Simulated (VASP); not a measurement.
# Ba in VASP: notebook

Aim: see how the results for Ba move with the level of theory and the settings. Levels: PBE exchange alone, PBE+D3(BJ), PBE. Tasks: single point.

All numbers are computed with VASP 6.6.1; they aren't measurements. Logs are shortened: lines on timing, memory, paths and dates and some standing lists are left out, and cuts for length are marked.

### Step 1. The cell of the first run

Symmetry: Im-3m, No. 229, cubic system. The conventional cell has a = 5.013 Å, b = 5.013 Å, c = 5.013 Å, α = 90.00°, β = 90.00°, γ = 90.00°. Within 5.7 Å of Ba (site symmetry m-3m) lie 14 Ba at 4.34 to 5.01 Å.

### Step 2. Single point, PBE exchange alone

INCAR reads:

```
SYSTEM = Ba
AGGAC = 0.0
ALDAC = 0.0
ALGO = Normal
EDIFF = 1E-6
ENCUT = 520
GGA = PE
ISIF = 2
ISMEAR = -1
LASPH = .TRUE.
LCHARG = .FALSE.
LREAL = .FALSE.
LWAVE = .FALSE.
NBANDS = 11
NELM = 60
PREC = Accurate
SIGMA = 0.15
```

KPOINTS reads:

```
k-points
0
G
  8 8 8
  0 0 0
```

POSCAR reads:

```
Ba
1.0
   -2.5065000000      2.5065000000      2.5065000000
    2.5065000000     -2.5065000000      2.5065000000
    2.5065000000      2.5065000000     -2.5065000000
Ba
1
Direct
    0.0000000000      0.0000000000      0.0000000000
```

Potentials or basis: VASP PAW PBE potentials, release 64 (Ba_sv).

Run with:

```sh
$ cat potpaw_PBE.64/Ba_sv/POTCAR > POTCAR
$ mpirun -np 1 vasp_std > vasp.out
```

OUTCAR:

```text
SYSTEM = Ba
   EDIFF = 1E-6
   ENCUT = 520
   GGA = PE
   ISIF = 2
   ISMEAR = -1
   LASPH = .TRUE.
   LREAL = .FALSE.
   NELM = 60
   PREC = Accurate

 ion  position               nearest neighbor table
   1  0.000  0.000  0.000-

  LATTYP: Found a body centered cubic cell.
 ALAT       =     5.0130000000

  Lattice vectors:

 A1 = (  -2.5065000000,   2.5065000000,   2.5065000000)
 A2 = (   2.5065000000,  -2.5065000000,   2.5065000000)
 A3 = (   2.5065000000,   2.5065000000,  -2.5065000000)

Analysis of symmetry for initial positions (statically):
=====================================================================
 Subroutine PRICEL returns:
 Original cell was already a primitive cell.

 Routine SETGRP: Setting up the symmetry group for a
 body centered cubic supercell.

 Subroutine GETGRP returns: Found 48 space group operations
 (whereof 48 operations were pure point group operations)
 out of a pool of 48 trial point group operations.

The static configuration has the point symmetry O_h .

Analysis of symmetry for dynamics (positions and initial velocities):
=====================================================================
 Subroutine PRICEL returns:
 Original cell was already a primitive cell.

 Routine SETGRP: Setting up the symmetry group for a
 body centered cubic supercell.

 Subroutine GETGRP returns: Found 48 space group operations
 (whereof 48 operations were pure point group operations)
 out of a pool of 48 trial point group operations.

The dynamic configuration has the point symmetry O_h .

 Subroutine INISYM returns: Found 48 space group operations
 (whereof 48 operations are pure point group operations),
 and found     1 'primitive' translations

----------------------------------------------------------------------------------------

                                     Primitive cell

  volume of cell :      62.9888

  direct lattice vectors                    reciprocal lattice vectors
    -2.506500000  2.506500000  2.506500000     0.000000000  0.199481348  0.199481348
     2.506500000 -2.506500000  2.506500000     0.199481348  0.000000000  0.199481348
     2.506500000  2.506500000 -2.506500000     0.199481348  0.199481348  0.000000000

  length of vectors
     4.341385349  4.341385349  4.341385349     0.282109228  0.282109228  0.282109228

  position of ions in fractional coordinates (direct lattice)
     0.000000000  0.000000000  0.000000000

  ion indices of the primitive-cell ions
   primitive index   ion index
                 1           1

----------------------------------------------------------------------------------------

 KPOINTS: k-points

Automatic generation of k-mesh.
 Grid dimensions read from file:
 generate k-points for:    8    8    8

 Generating k-lattice:

  Cartesian coordinates                     Fractional coordinates (reciprocal lattice)
     0.000000000  0.024935169  0.024935169     0.125000000  0.000000000  0.000000000
     0.024935169  0.000000000  0.024935169     0.000000000  0.125000000  0.000000000
     0.024935169  0.024935169  0.000000000     0.000000000  0.000000000  0.125000000

  Length of vectors
     0.035263654  0.035263654  0.035263654

  Shift w.r.t. Gamma in fractional coordinates (k-lattice)
     0.000000000  0.000000000  0.000000000

 Subroutine IBZKPT returns following result:
 ===========================================

 Found     29 irreducible k-points:

 Following reciprocal coordinates:
            Coordinates               Weight
  0.000000  0.000000  0.000000      1.000000
  0.125000  0.000000  0.000000     12.000000
  0.250000  0.000000  0.000000     12.000000
  0.375000  0.000000  0.000000     12.000000
  0.500000  0.000000  0.000000      6.000000
  0.125000  0.125000  0.000000     24.000000
[... 16 lines left out ...]
 -0.250000  0.250000  0.250000      6.000000
 -0.375000  0.375000  0.250000     24.000000
 [... further k-points ...]
   k-points           NKPTS =     29   k-points in BZ     NKDIM =     29   number of bands    NBANDS=     11
   number of dos      NEDOS =    301   number of ions     NIONS =      1
   total plane-waves  NPLWV =  32768
   dimension x,y,z NGX =    32 NGY =   32 NGZ =   32
   dimension x,y,z NGXF=    64 NGYF=   64 NGZF=   64
   ions per type =               1
   NGX,Y,Z   is equivalent  to a cutoff of  12.25, 12.25, 12.25 a.u.
   NGXF,Y,Z  is equivalent  to a cutoff of  24.51, 24.51, 24.51 a.u.
 SYSTEM =  Ba
   PREC   = accura    normal or accurate (medium, high low for compatibility)
   ISTART =      0    job   : 0-new  1-cont  2-samecut
   ICHARG =      2    charge: 1-file 2-atom 10-const
   ISPIN  =      1    spin polarized calculation?
   LNONCOLLINEAR =      F non collinear calculations
   LSORBIT =      F    spin-orbit coupling
   LASPH  =      T    aspherical Exc in radial PAW
   ENCUT  =  520.0 eV  38.22 Ry    6.18 a.u.   8.07  8.07  8.07*2*pi/ulx,y,z
   NELM   =     60;   NELMIN=  2; NELMDL= -5     # of ELM steps
   EDIFF  = 0.1E-05   stopping-criterion for ELM
   LREAL  =      F    real-space projection
   EDIFFG = 0.1E-04   stopping-criterion for IOM
   NSW    =      0    number of steps for IOM
   IBRION =     -1    ionic relax: 0-MD 1-quasi-New 2-CG
   NFREE  =      0    steps in history (QN), initial steepest desc. (CG)
   ISIF   =      2    stress and relaxation
   ISYM   =      2    0-nonsym 1-usesym 2-fastsym
   POTIM  = 0.5000    time-step for ionic-motion
   TEBEG  =    0.0;   TEEND  =   0.0 temperature during run
   PSTRESS=    0.0 pullay stress
   NELECT =      10.0000    total number of electrons
   NUPDOWN=      -1.0000    fix difference up-down
   EMIN   =  10.00;   EMAX   =-10.00  energy-range for DOS
   EFERMI =   0.00;   METHOD = LEGACY
   ISMEAR =    -1;   SIGMA  =   0.15  broadening in eV -4-tet -1-fermi 0-gaus
   EFERMI_NEDOS =   21; number of points for ismear=-14 and -15
   IALGO  =     38    algorithm
   IMIX   =      4    mixing-type and parameters
     AMIX     =   0.40;   BMIX     =  1.00
     AMIX_MAG =   1.60;   BMIX_MAG =  1.00
  volume/ion in A,a.u.               =      62.99       425.07
  Fermi-wavevector in a.u.,A,eV,Ry     =   0.886449  1.675146 10.691349  0.785792
  Thomas-Fermi vector in A             =   2.007617
   LORBIT       =      0    0 simple, 1 ext, 2 COOP (PROOUT), +10 PAW based schemes
   GGA     = PE    functional components
   LHFCALC =     F    Hartree Fock is set to
   AEXX    =    0.0000 exact exchange contribution
   IVDW    =     0    specifies the selected vdW correction
   LEPSILON=     F    determine dielectric tensor
   LRPA    =     F    only Hartree local field effects (RPA)
 non-spin polarized calculation
  energy-cutoff  :      520.00
  volume of cell :       62.99
 maximum number of plane-waves:      1724
   NGX = 17   NGY = 17   NGZ = 17

 number of electron      10.0000000 magnetization

 number of electron       9.9999999 magnetization

 Free energy of the ion-electron system (eV)
  ---------------------------------------------------
  ext. energy  EPLUGINS =         0.00000000
  ---------------------------------------------------
  free energy    TOTEN  =        -0.75015100 eV

  energy without entropy =       -0.64060247  energy(sigma->0) =       -0.69537673

 E-fermi :   2.9969     XC(G=0):  -6.0984

 val. band max:        2.8646686797   @ k =  -0.3750   0.5000   0.2500
 cond. band min:       3.1208756558   @ k =   0.2500   0.2500   0.1250
 fundamental gap:      0.2562069762
 Fermi energy:         2.9969358608

 k-point     1 :       0.0000    0.0000    0.0000
  band No.  band energies     occupation
      1     -25.8205      2.00000
      2     -10.8231      2.00000
      3     -10.8231      2.00000
      4     -10.8231      2.00000
      5       0.2651      2.00000
      6       4.7887      0.00001
      7       4.7887      0.00001
      8       4.7887      0.00001
      9       6.1131      0.00000
     10       6.1131      0.00000
     11       9.9527      0.00000

 k-point     2 :       0.1250    0.0000    0.0000
  band No.  band energies     occupation
      1     -25.8141      2.00000
      2     -10.8960      2.00000
      3     -10.8455      2.00000
      4     -10.8236      2.00000
      5       0.5544      2.00000
      6       4.5676      0.00006
      7       4.6388      0.00004
      8       5.0842      0.00000
      9       5.8424      0.00000
     10       6.1070      0.00000
     11      10.2487      0.00000

 k-point     3 :       0.2500    0.0000    0.0000
  band No.  band energies     occupation
      1     -25.7986      2.00000
      2     -11.0649      2.00000
      3     -10.8988      2.00000
      4     -10.8249      2.00000
      5       1.2806      1.99998
      6       4.1308      0.00104
      7       4.1351      0.00101
      8       5.9004      0.00000
      9       5.9341      0.00000
     10       6.1869      0.00000
     11      10.2419      0.00000

 k-point     4 :       0.3750    0.0000    0.0000
  band No.  band energies     occupation
      1     -25.7830      2.00000
      2     -11.2248      2.00000
      3     -10.9510      2.00000
      4     -10.8262      2.00000
      5       1.9385      1.99828
      6       3.7896      0.01009
      7       4.0128      0.00229
      8       6.1406      0.00000
      9       6.4490      0.00000
     10       7.1920      0.00000
     11       9.2053      0.00000
[... 239 lines left out ...]
 k-point    22 :       0.2500    0.2500    0.2500
  band No.  band energies     occupation
      1     -25.7736      2.00000
      2     -11.0575      2.00000
      3     -11.0575      2.00000
      4     -11.0575      2.00000
      5       3.5288      0.05609
      6       3.5288      0.05609
      7       3.5288      0.05609
      8       6.7670      0.00000
      9       6.7670      0.00000
     10       6.8036      0.00000
     11       9.7151      0.00000

 k-point    23 :      -0.2500    0.2500    0.2500
  band No.  band energies     occupation
      1     -25.7795      2.00000
      2     -11.0742      2.00000
      3     -10.9808      2.00000
      4     -10.9808      2.00000
      5       2.1180      1.99431
      6       3.6791      0.02095
      7       4.8514      0.00001
      8       4.8514      0.00001
      9       5.8886      0.00000
     10       6.5460      0.00000
     11       9.9202      0.00000

 k-point    24 :      -0.3750    0.3750    0.2500
  band No.  band energies     occupation
      1     -25.7659      2.00000
      2     -11.1696      2.00000
      3     -11.0373      2.00000
      4     -10.9951      2.00000
      5       2.6467      1.82346
      6       3.1746      0.46859
      7       4.8556      0.00001
      8       5.0738      0.00000
      9       6.5205      0.00000
     10       6.8907      0.00000
     11      10.0707      0.00000

 [... further k-points ...]

------------------------ aborting loop because EDIFF is reached ----------------------------------------

  FORCE on cell =-STRESS in cart. coord.  units (eV):
  Direction    XX          YY          ZZ          XY          YZ          ZX
  --------------------------------------------------------------------------------------
  -------------------------------------------------------------------------------------
  Total        0.9753274      0.9753274      0.9753274      0.0000000     -0.0000000     -0.0000000
  in kB       24.8083513     24.8083513     24.8083513      0.0000000     -0.0000000     -0.0000000
  external PRESSURE =      24.8083513 kB  Pullay stress =       0.0000000 kB

 VOLUME and BASIS-vectors are now :
 -----------------------------------------------------------------------------
  energy-cutoff  :      520.00
  volume of cell :       62.99
      direct lattice vectors                 reciprocal lattice vectors
    -2.506500000  2.506500000  2.506500000     0.000000000  0.199481348  0.199481348
     2.506500000 -2.506500000  2.506500000     0.199481348  0.000000000  0.199481348
     2.506500000  2.506500000 -2.506500000     0.199481348  0.199481348  0.000000000

 POSITION                                       TOTAL-FORCE (eV/Angst)
 -----------------------------------------------------------------------------------
      0.00000      0.00000      0.00000         0.000000      0.000000      0.000000
 -----------------------------------------------------------------------------------
    total drift:                               -0.000000      0.000000      0.000000

  FREE ENERGIE OF THE ION-ELECTRON SYSTEM (eV)
  ---------------------------------------------------
  free  energy   TOTEN  =        -0.7501509953 eV

  energy  without entropy=       -0.6406024675  energy(sigma->0) =       -0.69537673
```

Wall time 18 s (1 thread of Intel Xeon Platinum 8259CL at 2.50GHz (Skylake/Cascade Lake), shared host); peak memory 0.17 GiB.

Results:

| Quantity | Value |
| --- | --- |
| Free energy | -0.7502 eV |
| Pressure | 2.5 GPa |
| Band gap on the k mesh | zero (band 5 reaches 3.53 eV, above the bottom of band 6 at 2.39 eV) |

Levels at points of the mesh, in eV from the Fermi level:
```csv
k point,band 1,band 2,band 3,band 4,band 5,band 6,band 7,band 8,band 9,band 10
"(0.00, 0.00, 0.00)",-28.82,-13.82,-13.82,-13.82,-2.73,1.79,1.79,1.79,3.12,3.12
"(0.50, 0.00, 0.00)",-28.77,-14.29,-13.97,-13.82,-0.90,0.67,1.32,3.12,3.67,5.12
"(0.50, 0.50, 0.50)",-28.74,-14.14,-14.14,-14.14,-0.60,-0.60,4.46,4.46,4.46,4.63
```

Caveat: spin-orbit coupling is left out, which moves the levels of the heavy elements.

### Step 3. Single point, PBE+D3(BJ)

INCAR reads:

```
SYSTEM = Ba
PREC     = Accurate       ! precision mode
ENCUT    = 520            ! plane-wave cutoff, eV
EDIFF    = 1E-7           ! SCF threshold, eV
ISMEAR   = -5             ! smearing method
SIGMA    = 0.05           ! smearing width, eV
LREAL    = .FALSE.        ! projectors in reciprocal space
LASPH    = .TRUE.         ! aspherical terms in the spheres
NELM     = 100            ! most SCF steps
ALGO     = Normal         ! electronic algorithm
ISIF     = 2              ! what is computed and relaxed
LWAVE    = .FALSE.        ! write WAVECAR
LCHARG   = .FALSE.        ! write CHGCAR
GGA      = PE             ! functional
IVDW     = 12             ! dispersion correction
NBANDS   = 11             ! bands
```

KPOINTS reads:

```
Automatic mesh
0
Gamma
  5 5 5
  0.5 0.5 0.5
```

POSCAR reads:

```
Ba
1.0
   -2.5431820000      2.5520940000      2.5185660000
    2.4979150000     -2.5707350000      2.4919400000
    2.4763220000      2.5038750000     -2.5372070000
Ba
1
Direct
   -0.0084520000     -0.0101380000      0.0042200000
```

Potentials or basis: VASP PAW PBE potentials, release 64 (Ba_sv).

Run with:

```sh
$ cat potpaw_PBE.64/Ba_sv/POTCAR > POTCAR
$ mpirun -np 1 vasp_std > vasp.out
```

It took 43 s on 1 thread of Intel Xeon Platinum 8259CL at 2.50GHz (Skylake/Cascade Lake), shared host; peak memory 0.21 GiB.

Results (log left out):

| Quantity | Value |
| --- | --- |
| Free energy | -2.0951 eV |
| Pressure | -0.1 GPa |
| Band gap on the k mesh | zero (band 5 reaches 1.81 eV, above the bottom of band 6 at 1.12 eV) |
| Dispersion energy per atom | -0.199 eV |

Stress tensor (GPa, compression positive):
```
-0.14  0.31  0.21
 0.31 -0.14  0.10
 0.21  0.10 -0.14
```

Levels at points of the mesh, in eV from the Fermi level:
```tsv
k point	band 1	band 2	band 3	band 4	band 5	band 6	band 7	band 8	band 9	band 10
(0.50, 0.50, 0.50)	-28.74	-14.12	-14.08	-14.06	-0.48	-0.46	4.31	4.41	4.55	4.65
```

Caveat: spin-orbit coupling is left out, which moves the levels of the heavy elements; pairwise dispersion overbinds metals, which lowers pressure and volume; tetrahedron occupations give inexact forces and stress in metals.

### Step 4. Single point, PBE, collinear spin, ferromagnetic start (volume scaled by 0.94)

INCAR reads:

```
SYSTEM = Ba
PREC = Accurate
ENCUT = 520
EDIFF = 1E-6
ISMEAR = 1
SIGMA = 0.05
LREAL = .FALSE.
LASPH = .TRUE.
NELM = 150
ALGO = Normal
ISIF = 2
LWAVE = .FALSE.
LCHARG = .TRUE.
ISPIN = 2
MAGMOM = 0.5
LORBIT = 11
GGA = PE
LELF = .TRUE.
LVHAR = .TRUE.
NBANDS = 15
```

KPOINTS reads:

```
regular mesh
0
G
  8 8 8
  0 0 0
```

POSCAR reads:

```
Ba
1.0
   -2.4553325815      2.4553325815      2.4553325815
    2.4553325815     -2.4553325815      2.4553325815
    2.4553325815      2.4553325815     -2.4553325815
Ba
1
Direct
    0.0000000000      0.0000000000      0.0000000000
```

Run with:

```sh
$ cat potpaw_PBE.64/Ba_sv/POTCAR > POTCAR
$ mpirun -np 1 vasp_std > vasp.out
```

Wall time 23 s (1 thread of Intel Xeon Platinum 8488C (Sapphire Rapids), shared host); peak memory 0.21 GiB.

Results (log left out):

```
Free energy                                           : -1.9035 eV
Pressure                                              : 0.7 GPa
Net moment                                            : -0.04 μB per cell
Valence electrons inside the program's atomic spheres : Ba 7.91
```

Levels at points of the mesh, in eV from the Fermi level:
Spin up:
```tsv
k point	band 3	band 4	band 5	band 6	band 7	band 8
(0.00, 0.00, 0.00)	-13.59	-13.59	-2.66	2.00	2.00	2.00
(0.50, 0.00, 0.00)	-13.77	-13.60	-0.82	0.79	1.57	3.49
(0.50, 0.50, 0.50)	-13.98	-13.98	-0.52	-0.52	4.79	4.79
```
Spin down:
```csv
k point,band 1,band 2,band 3,band 4,band 5,band 6,band 7,band 8,band 9,band 10
"(0.00, 0.00, 0.00)",-28.69,-13.60,-13.60,-13.60,-2.70,2.00,2.00,2.00,3.47,3.47
"(0.50, 0.00, 0.00)",-28.63,-14.16,-13.78,-13.60,-0.85,0.77,1.53,3.47,4.08,5.65
"(0.50, 0.50, 0.50)",-28.59,-13.98,-13.98,-13.98,-0.56,-0.56,4.76,4.76,4.76,5.11
```

Caveat: spin-orbit coupling is left out, which moves the levels of the heavy elements.

[end of part 1 of 2]
